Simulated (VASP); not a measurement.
# SnO2 (P-3m1) in VASP: further runs

SnO2 is run at these levels: PBE+D3(BJ), r2SCAN; tasks: single point.

All numbers are computed with VASP 6.6.1; they aren't measurements. Logs are shortened: lines on timing, memory, paths and dates and some standing lists are left out, and cuts for length are marked.

**1. The cell of the first run**

It takes space group P-3m1 (No. 164, trigonal). The conventional cell has a = 3.226 Å, b = 3.226 Å, c = 5.025 Å, α = 90.00°, β = 90.00°, γ = 120.00°. Sn (site symmetry -3m) has 6 O at 2.12 Å within 2.8 Å. Within 2.8 Å of O (site symmetry 3m) lie 3 Sn at 2.12 Å and 3 O at 2.75 Å.

**2. Single point, PBE+D3(BJ) (volume scaled by 1.10, then relaxed in part)**

File INCAR:

```
SYSTEM = SnO2
  PREC = Accurate
  ENCUT = 520
  EDIFF = 1E-6
  ISMEAR = 0
  SIGMA = 0.02
  LREAL = .FALSE.
  LASPH = .TRUE.
  NELM = 80
  ALGO = Normal
  ISIF = 2
  LWAVE = .FALSE.
  LCHARG = .FALSE.
  GGA = PE
  IVDW = 12
  NBANDS = 20
```

File KPOINTS:

```
regular mesh
0
G
  12 12 6
  0 0 0
```

File POSCAR:

```
SnO2
1.0
    3.2256811044      0.0000000000      0.0000000000
   -1.6128405522      2.7935217809      0.0000000000
    0.0000000000      0.0000000000      5.0246228046
Sn O
1 2
Direct
    0.0000000000      0.0000000000      0.5000000000
    0.3333333333      0.6666666667      0.7014383471
    0.6666666667      0.3333333333      0.2985616529
```

Potentials or basis: VASP PAW PBE potentials, release 64 (Sn_d, O).

The run is started by

```sh
$ cat potpaw_PBE.64/Sn_d/POTCAR potpaw_PBE.64/O/POTCAR > POTCAR
$ mpirun -np 1 vasp_std > vasp.out
```

OUTCAR:

```text
SYSTEM = SnO2
   PREC = Accurate
   ENCUT = 520
   EDIFF = 1E-6
   ISMEAR = 0
   LREAL = .FALSE.
   LASPH = .TRUE.
   NELM = 80
   ISIF = 2
   GGA = PE
   IVDW = 12
 IVDW          = 12

 ion  position               nearest neighbor table
   1  0.000  0.000  0.500-   2 2.12   3 2.12   2 2.12   3 2.12   3 2.12   2 2.12
   2  0.333  0.667  0.701-   1 2.12   1 2.12   1 2.12
   3  0.667  0.333  0.299-   1 2.12   1 2.12   1 2.12

  LATTYP: Found a hexagonal cell.
 ALAT       =     3.2256811044
 C/A-ratio  =     1.5576935977

  Lattice vectors:

 A1 = (   3.2256811044,   0.0000000000,   0.0000000000)
 A2 = (  -1.6128405522,   2.7935217809,   0.0000000000)
 A3 = (   0.0000000000,   0.0000000000,   5.0246228046)

Analysis of symmetry for initial positions (statically):
=====================================================================
 Subroutine PRICEL returns:
 Original cell was already a primitive cell.

 Routine SETGRP: Setting up the symmetry group for a
 hexagonal supercell.

 Subroutine GETGRP returns: Found 12 space group operations
 (whereof 12 operations were pure point group operations)
 out of a pool of 24 trial point group operations.

The static configuration has the point symmetry D_3d.

Analysis of symmetry for dynamics (positions and initial velocities):
=====================================================================
 Subroutine PRICEL returns:
 Original cell was already a primitive cell.

 Routine SETGRP: Setting up the symmetry group for a
 hexagonal supercell.

 Subroutine GETGRP returns: Found 12 space group operations
 (whereof 12 operations were pure point group operations)
 out of a pool of 24 trial point group operations.

The dynamic configuration has the point symmetry D_3d.

 Subroutine INISYM returns: Found 12 space group operations
 (whereof 12 operations are pure point group operations),
 and found     1 'primitive' translations

----------------------------------------------------------------------------------------

                                     Primitive cell

  volume of cell :      45.2769

  direct lattice vectors                    reciprocal lattice vectors
     3.225681104  0.000000000  0.000000000     0.310012046  0.178985538  0.000000000
    -1.612840552  2.793521781  0.000000000     0.000000000  0.357971077  0.000000000
     0.000000000  0.000000000  5.024622805     0.000000000  0.000000000  0.199019914

  length of vectors
     3.225681104  3.225681104  5.024622805     0.357971077  0.357971077  0.199019914

  position of ions in fractional coordinates (direct lattice)
     0.000000000  0.000000000  0.500000000
     0.333333333  0.666666667  0.701438347
     0.666666667  0.333333333  0.298561653

  ion indices of the primitive-cell ions
   primitive index   ion index
                 1           1
                 2           2
                 3           3

----------------------------------------------------------------------------------------

 KPOINTS: regular mesh

Automatic generation of k-mesh.
 Grid dimensions read from file:
 generate k-points for:   12   12    6

 Generating k-lattice:

  Cartesian coordinates                     Fractional coordinates (reciprocal lattice)
     0.025834337  0.014915462  0.000000000     0.083333333  0.000000000  0.000000000
     0.000000000  0.029830923  0.000000000     0.000000000  0.083333333  0.000000000
     0.000000000  0.000000000  0.033169986     0.000000000  0.000000000  0.166666667

  Length of vectors
     0.029830923  0.029830923  0.033169986

  Shift w.r.t. Gamma in fractional coordinates (k-lattice)
     0.000000000  0.000000000  0.000000000

 Subroutine IBZKPT returns following result:
 ===========================================

 Found    100 irreducible k-points:

 Following reciprocal coordinates:
            Coordinates               Weight
  0.000000  0.000000  0.000000      1.000000
  0.083333  0.000000  0.000000      6.000000
  0.166667  0.000000  0.000000      6.000000
  0.250000  0.000000  0.000000      6.000000
  0.333333  0.000000  0.000000      6.000000
  0.416667  0.000000  0.000000      6.000000
[... 16 lines left out ...]
  0.166667  0.000000  0.166667      6.000000
  0.000000  0.166667  0.166667      6.000000
 [... further k-points ...]
   k-points           NKPTS =    100   k-points in BZ     NKDIM =    100   number of bands    NBANDS=     20
   number of dos      NEDOS =    301   number of ions     NIONS =      3
   total plane-waves  NPLWV =  23040
   dimension x,y,z NGX =    24 NGY =   24 NGZ =   40
   dimension x,y,z NGXF=    48 NGYF=   48 NGZF=   80
   ions per type =               1   2
   NGX,Y,Z   is equivalent  to a cutoff of  12.37, 12.37, 13.23 a.u.
   NGXF,Y,Z  is equivalent  to a cutoff of  24.74, 24.74, 26.47 a.u.
 SYSTEM =  SnO2
   PREC   = accura    normal or accurate (medium, high low for compatibility)
   ISTART =      0    job   : 0-new  1-cont  2-samecut
   ICHARG =      2    charge: 1-file 2-atom 10-const
   ISPIN  =      1    spin polarized calculation?
   LNONCOLLINEAR =      F non collinear calculations
   LSORBIT =      F    spin-orbit coupling
   LASPH  =      T    aspherical Exc in radial PAW
   ENCUT  =  520.0 eV  38.22 Ry    6.18 a.u.   6.00  6.00  9.34*2*pi/ulx,y,z
   NELM   =     80;   NELMIN=  2; NELMDL= -5     # of ELM steps
   EDIFF  = 0.1E-05   stopping-criterion for ELM
   LREAL  =      F    real-space projection
   EDIFFG = 0.1E-04   stopping-criterion for IOM
   NSW    =      0    number of steps for IOM
   IBRION =     -1    ionic relax: 0-MD 1-quasi-New 2-CG
   NFREE  =      0    steps in history (QN), initial steepest desc. (CG)
   ISIF   =      2    stress and relaxation
   ISYM   =      2    0-nonsym 1-usesym 2-fastsym
   POTIM  = 0.5000    time-step for ionic-motion
   TEBEG  =    0.0;   TEEND  =   0.0 temperature during run
   PSTRESS=    0.0 pullay stress
   NELECT =      26.0000    total number of electrons
   NUPDOWN=      -1.0000    fix difference up-down
   EMIN   =  10.00;   EMAX   =-10.00  energy-range for DOS
   EFERMI =   0.00;   METHOD = LEGACY
   ISMEAR =     0;   SIGMA  =   0.02  broadening in eV -4-tet -1-fermi 0-gaus
   EFERMI_NEDOS =   21; number of points for ismear=-14 and -15
   IALGO  =     38    algorithm
   IMIX   =      4    mixing-type and parameters
     AMIX     =   0.40;   BMIX     =  1.00
     AMIX_MAG =   1.60;   BMIX_MAG =  1.00
  volume/ion in A,a.u.               =      15.09       101.85
  Fermi-wavevector in a.u.,A,eV,Ry     =   1.360735  2.571417 25.192552  1.851600
  Thomas-Fermi vector in A             =   2.487372
   LORBIT       =      0    0 simple, 1 ext, 2 COOP (PROOUT), +10 PAW based schemes
   GGA     = PE    functional components
   LHFCALC =     F    Hartree Fock is set to
   AEXX    =    0.0000 exact exchange contribution
   IVDW    =    12    specifies the selected vdW correction
   LEPSILON=     F    determine dielectric tensor
   LRPA    =     F    only Hartree local field effects (RPA)
 non-spin polarized calculation
 Gauss-broadening in eV      SIGMA  =   0.02
  energy-cutoff  :      520.00
  volume of cell :       45.28
 maximum number of plane-waves:      1248
   NGX = 11   NGY = 11   NGZ = 19

 number of electron      26.0000000 magnetization

 Free energy of the ion-electron system (eV)
  ---------------------------------------------------
  ext. energy  EPLUGINS =         0.00000000
  ---------------------------------------------------
  free energy    TOTEN  =       -18.18180881 eV

  energy without entropy =      -18.18180881  energy(sigma->0) =      -18.18180881

 E-fermi :   2.9534     XC(G=0):  -9.6993

 val. band max:        2.7698605121   @ k =   0.1667   0.1667   0.0000
 cond. band min:       4.8726211244   @ k =   0.0000   0.0000   0.0000
 fundamental gap:      2.1027606123
 Fermi energy:         2.9534441539

 k-point     1 :       0.0000    0.0000    0.0000
  band No.  band energies     occupation
      1     -17.1789      2.00000
      2     -16.9558      2.00000
      3     -16.9558      2.00000
      4     -16.7746      2.00000
      5     -16.7746      2.00000
      6     -15.1066      2.00000
[... 12 lines left out ...]
     19      19.8932      0.00000
     20      20.3989      0.00000

 k-point     2 :       0.0833    0.0000    0.0000
  band No.  band energies     occupation
      1     -17.1528      2.00000
      2     -17.0102      2.00000
      3     -16.9412      2.00000
      4     -16.7893      2.00000
      5     -16.7748      2.00000
      6     -15.0593      2.00000
[... 12 lines left out ...]
     19      18.4854      0.00000
     20      20.4963      0.00000

 k-point     3 :       0.1667    0.0000    0.0000
  band No.  band energies     occupation
      1     -17.1978      2.00000
      2     -17.0477      2.00000
      3     -16.9057      2.00000
      4     -16.8138      2.00000
      5     -16.7706      2.00000
      6     -14.9115      2.00000
[... 12 lines left out ...]
     19      17.0790      0.00000
     20      20.5238      0.00000

 k-point     4 :       0.2500    0.0000    0.0000
  band No.  band energies     occupation
      1     -17.3941      2.00000
      2     -16.9643      2.00000
      3     -16.8749      2.00000
      4     -16.8293      2.00000
      5     -16.7463      2.00000
      6     -14.6642      2.00000
[... 12 lines left out ...]
     19      15.9883      0.00000
     20      19.1953      0.00000

 k-point     5 :       0.3333    0.0000    0.0000
  band No.  band energies     occupation
      1     -17.5769      2.00000
      2     -16.9200      2.00000
      3     -16.8664      2.00000
      4     -16.8070      2.00000
      5     -16.6984      2.00000
      6     -14.3551      2.00000
[... 12 lines left out ...]
     19      15.3249      0.00000
     20      18.0496      0.00000

 k-point     6 :       0.4167    0.0000    0.0000
  band No.  band energies     occupation
      1     -17.7006      2.00000
      2     -16.9208      2.00000
      3     -16.8682      2.00000
      4     -16.7627      2.00000
      5     -16.6545      2.00000
      6     -14.0769      2.00000
[... 12 lines left out ...]
     19      15.4907      0.00000
     20      17.3323      0.00000

 k-point     7 :       0.5000    0.0000    0.0000
  band No.  band energies     occupation
      1     -17.7439      2.00000
      2     -16.9243      2.00000
      3     -16.8697      2.00000
      4     -16.7446      2.00000
      5     -16.6375      2.00000
      6     -13.9604      2.00000
[... 12 lines left out ...]
     19      15.5351      0.00000
     20      17.0907      0.00000
[... 277 lines left out ...]
 k-point    20 :       0.0000    0.0000    0.1667
  band No.  band energies     occupation
      1     -17.1786      2.00000
      2     -16.9557      2.00000
      3     -16.9557      2.00000
      4     -16.7746      2.00000
      5     -16.7746      2.00000
      6     -15.0936      2.00000
[... 12 lines left out ...]
     19      19.9228      0.00000
     20      20.2658      0.00000

 k-point    21 :       0.0833    0.0000    0.1667
  band No.  band energies     occupation
      1     -17.1525      2.00000
      2     -17.0104      2.00000
      3     -16.9412      2.00000
      4     -16.7894      2.00000
      5     -16.7748      2.00000
      6     -15.0467      2.00000
[... 12 lines left out ...]
     19      18.4490      0.00000
     20      20.4288      0.00000

 k-point    22 :       0.0000    0.0833    0.1667
  band No.  band energies     occupation
      1     -17.1526      2.00000
      2     -17.0103      2.00000
      3     -16.9412      2.00000
      4     -16.7894      2.00000
      5     -16.7748      2.00000
      6     -15.0461      2.00000
[... 12 lines left out ...]
     19      18.5201      0.00000
     20      20.2683      0.00000

 k-point    23 :       0.1667    0.0000    0.1667
  band No.  band energies     occupation
      1     -17.1975      2.00000
      2     -17.0480      2.00000
      3     -16.9057      2.00000
      4     -16.8139      2.00000
      5     -16.7706      2.00000
      6     -14.9009      2.00000
[... 12 lines left out ...]
     19      17.0368      0.00000
     20      20.7918      0.00000

 k-point    24 :       0.0000    0.1667    0.1667
  band No.  band energies     occupation
      1     -17.1986      2.00000
      2     -17.0475      2.00000
      3     -16.9057      2.00000
      4     -16.8139      2.00000
      5     -16.7706      2.00000
      6     -14.8976      2.00000
[... 12 lines left out ...]
     19      17.1725      0.00000
     20      19.9863      0.00000

 [... further k-points ...]

------------------------ aborting loop because EDIFF is reached ----------------------------------------

 Edisp (eV)   -0.50511

 E8    (eV) :    -0.1981

  FORCE on cell =-STRESS in cart. coord.  units (eV):
  Direction    XX          YY          ZZ          XY          YZ          ZX
  --------------------------------------------------------------------------------------
  -------------------------------------------------------------------------------------
  Total      -0.22404    -0.22404    -0.37206    -0.00000    -0.00000     0.00000
  in kB      -7.92799    -7.92799   -13.16572    -0.00000    -0.00000     0.00000
  external pressure =       -9.67 kB  Pullay stress =        0.00 kB

 VOLUME and BASIS-vectors are now :
 -----------------------------------------------------------------------------
  energy-cutoff  :      520.00
  volume of cell :       45.28
      direct lattice vectors                 reciprocal lattice vectors
     3.225681104  0.000000000  0.000000000     0.310012046  0.178985538  0.000000000
    -1.612840552  2.793521781  0.000000000     0.000000000  0.357971077  0.000000000
     0.000000000  0.000000000  5.024622805     0.000000000  0.000000000  0.199019914

 POSITION                                       TOTAL-FORCE (eV/Angst)
 -----------------------------------------------------------------------------------
      0.00000      0.00000      2.51231        -0.000000      0.000000      0.000000
     -0.00000      1.86235      3.52446        -0.000000      0.000000      0.044897
      1.61284      0.93117      1.50016         0.000000     -0.000000     -0.044897
 -----------------------------------------------------------------------------------
    total drift:                                0.000000     -0.000000     -0.000000

  FREE ENERGIE OF THE ION-ELECTRON SYSTEM (eV)
  ---------------------------------------------------
  free  energy   TOTEN  =       -18.6869143602 eV

  energy  without entropy=      -18.6869143602  energy(sigma->0) =      -18.68691436
```

Wall time 92 s (1 thread of Intel Xeon 8259CL, shared host); peak memory 0.23 GiB.

What came out:

```yaml
Free_energy: -18.6869 eV
Pressure: -1.0 GPa
Largest_force: 0.045 eV/Å
Band_gap_on_the_k_mesh: 2.10 eV, indirect (least direct gap 2.29 eV)
Dispersion_energy_per_atom: -0.168 eV
```

Forces on the atoms (eV/Å):
```
Sn   0.000  0.000  0.000
O    0.000  0.000  0.045
O    0.000  0.000 -0.045
```

Caveat: the cell differs from its parent crystal (volume scaled by 1.10, then relaxed in part); spin-orbit coupling is left out, which moves the levels of the heavy elements. A k mesh can miss the band edges.

**3. Single point, r2SCAN**

This run uses another cell than the first one, of 13.72 Å³/atom, 0.909 times its volume.

File POSCAR:

```
SnO2
1.0
    3.2163886046      0.0000000000      0.0000000000
   -1.6081943023      2.7854742400      0.0000000000
    0.0000000000      0.0000000000      4.5942710170
Sn O
1 2
Direct
    0.0000000000      0.0000000000      0.5000000000
    0.3333333333      0.6666666667      0.7199800773
    0.6666666667      0.3333333333      0.2800199227
```

File INCAR.step1:

```
SYSTEM = SnO2
PREC     = Accurate       ! precision mode
ENCUT    = 520            ! plane-wave cutoff, eV
ISMEAR   = 0              ! smearing method
SIGMA    = 0.02           ! smearing width, eV
LREAL    = .False.        ! projectors in reciprocal space
LASPH    = .True.         ! aspherical terms in the spheres
NELM     = 60             ! most SCF steps
NBANDS   = 20             ! bands
GGA      = PE             ! functional
ALGO     = Normal         ! electronic algorithm
EDIFF    = 1E-4           ! SCF threshold, eV
LWAVE    = .True.         ! write WAVECAR
LCHARG   = .False.        ! write CHGCAR
```

File INCAR.step2:

```
SYSTEM = SnO2
PREC     = Accurate       ! precision mode
ENCUT    = 520            ! plane-wave cutoff, eV
EDIFF    = 1E-6           ! SCF threshold, eV
ISMEAR   = 0              ! smearing method
SIGMA    = 0.02           ! smearing width, eV
LREAL    = .False.        ! projectors in reciprocal space
LASPH    = .True.         ! aspherical terms in the spheres
NELM     = 60             ! most SCF steps
ALGO     = Normal         ! electronic algorithm
ISIF     = 2              ! what is computed and relaxed
LWAVE    = .False.        ! write WAVECAR
LCHARG   = .False.        ! write CHGCAR
METAGGA  = R2SCAN         ! meta-GGA
LMIXTAU  = .True.       
NBANDS   = 20             ! bands
ISTART   = 1
```

File KPOINTS:

```
regular mesh
0
Gamma
  12 12 6
  0 0 0
```

Potentials or basis: VASP PAW PBE potentials, release 64 (Sn_d, O).

The run is started by

```sh
$ cat potpaw_PBE.64/Sn_d/POTCAR potpaw_PBE.64/O/POTCAR > POTCAR
$ cp INCAR.step1 INCAR
$ mpirun -np 1 vasp_std > vasp.out
$ cp INCAR.step2 INCAR
$ mpirun -np 1 vasp_std > vasp.out
```

Wall time 5.3 min (1 thread of Intel Xeon 8259CL, shared host); peak memory 0.22 GiB.

It converged, with:

```
Free energy            : -41.6073 eV
Pressure               : -3.6 GPa
Largest force          : 0.421 eV/Å
Band gap on the k mesh : 2.37 eV, indirect (least direct gap 2.43 eV)
```

Forces in eV/Å, atoms in the order of the input:
```
Sn   0.000  0.000  0.000
O    0.000  0.000 -0.421
O    0.000  0.000  0.421
```

Stress tensor (GPa, compression positive):
```
-4.02  0.00  0.00
 0.00 -4.02  0.00
 0.00  0.00 -2.69
```

Levels at points of the mesh, in eV from the valence-band top:
| k point | band 9 | band 10 | band 11 | band 12 | band 13 | band 14 | band 15 | band 16 | band 17 | band 18 |
| --- | --- | --- | --- | --- | --- | --- | --- | --- | --- | --- |
| (0.00, 0.00, 0.00) | -1.36 | -1.36 | -0.98 | -0.98 | -0.06 | 2.37 | 6.54 | 12.17 | 12.17 | 13.09 |
| (0.50, 0.00, 0.00) | -4.15 | -3.18 | -1.73 | -0.47 | -0.36 | 6.03 | 8.21 | 11.70 | 12.26 | 12.58 |
| (0.00, 0.00, 0.50) | -1.47 | -1.42 | -1.42 | -0.89 | -0.89 | 3.87 | 6.18 | 12.10 | 12.10 | 13.53 |
| (0.50, 0.00, 0.50) | -4.63 | -3.04 | -1.08 | -0.68 | -0.40 | 5.90 | 7.69 | 11.26 | 13.04 | 13.89 |

Caveat: the PAW data sets were made with another functional, which shifts forces and pressure a little; spin-orbit coupling is left out, which moves the levels of the heavy elements. r2SCAN opens gaps a little over a GGA but as a rule still falls short of measured ones.
